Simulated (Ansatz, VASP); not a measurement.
**Two plane-wave programs on Si2N**

```
Si N
1.0
     2.17931   -3.66469    0.00000
     2.17931    3.66469    0.00000
     0.00000    0.00000    2.62743
Si N
2 1
Cartesian
  2.1793 1.3281 1.3137
  2.1793 -1.3281 1.3137
  2.1793 0.0000 0.0000
```

Change from the starting cell: species swapped into the CsO2 type (Cmmm, No. 65).

Alike in both runs: functional PBE; k mesh 6 × 6 × 6; occupations gaussian, width 0.1 eV; no spin polarisation.

Ansatz relaxed the structure, and its values are those at the end. VASP's run is a single point on that final structure, the one shown.

```csv
,VASP,Ansatz
version,VASP 6.6.1,Ansatz 0.2.0
potentials or method,"VASP PAW PBE potentials, release 64 (Si, N), cutoff 520 eV","scalar-relativistic, plane waves, PAW"
valence electrons in the cell,13,13
```

|  | VASP | Ansatz | Ansatz less VASP |
| --- | --- | --- | --- |
| gap on the k mesh at the Fermi level (eV) | none | none | - |
| pressure (GPa) | -0.1 | 0.0 | +0.11 |
| rms of the force components (eV/Å) | 0.007 | 0.001 | -0.0062 |

A gap of «none» marks a metal or a gap that the smearing closes.

The k mesh is coarse, so the values compare programs but aren't converged.
